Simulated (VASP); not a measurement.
A run of VASP 6.6.1 is set up as follows.

INCAR

```
ALGO = Normal
EDIFF = 1E-6
ENCUT = 520
GGA = PS
ISIF = 2
ISMEAR = 0
IVDW = 12
LASPH = True
LCHARG = False
LREAL = False
LWAVE = False
NBANDS = 22
NELM = 80
PREC = Accurate
SIGMA = 0.15
```

Contents of KPOINTS:

```
k-points
0
Gamma
  12 12 12
```

File POSCAR:

```
InSb3
1.0
    0.0000000000      3.6620664019      3.6620664019
    3.6620664019      0.0000000000      3.6620664019
    3.6620664019      3.6620664019      0.0000000000
In Sb
1 3
Direct
    0.0102401202      0.0102401202     -0.0102401202
    0.2500000000      0.2500000000      0.2500000000
    0.7500000000      0.7500000000      0.7500000000
    0.5000000000      0.5000000000      0.5000000000
```

Potentials or basis: VASP PAW PBE potentials, release 64 (In_d, Sb).

Command:

```sh
$ cat potpaw_PBE.64/In_d/POTCAR potpaw_PBE.64/Sb/POTCAR > POTCAR
$ mpirun -np 1 vasp_std > vasp.out
```

Problem. What does it give for the largest force?

Solution. 0.255 eV/Å.

Problem. Estimate the pressure.

Solution. 0.4 GPa.

Problem. What does it give for the band gap on the k mesh?

Solution. Zero (bands 14 and 15 overlap by 3.34 eV).

Forces in eV/Å, atoms in the order of the input:
```
In   0.000  0.000 -0.255
Sb   0.000  0.000  0.079
Sb   0.000  0.000  0.079
Sb   0.000  0.000  0.096
```

Caveat: the cell differs from its parent crystal (all In atoms moved +0.075 Å, as atom 1 along Cartesian [0 0 1]); the PAW data sets were made with another functional, which shifts forces and pressure a little; spin-orbit coupling is left out, which moves the levels of the heavy elements.
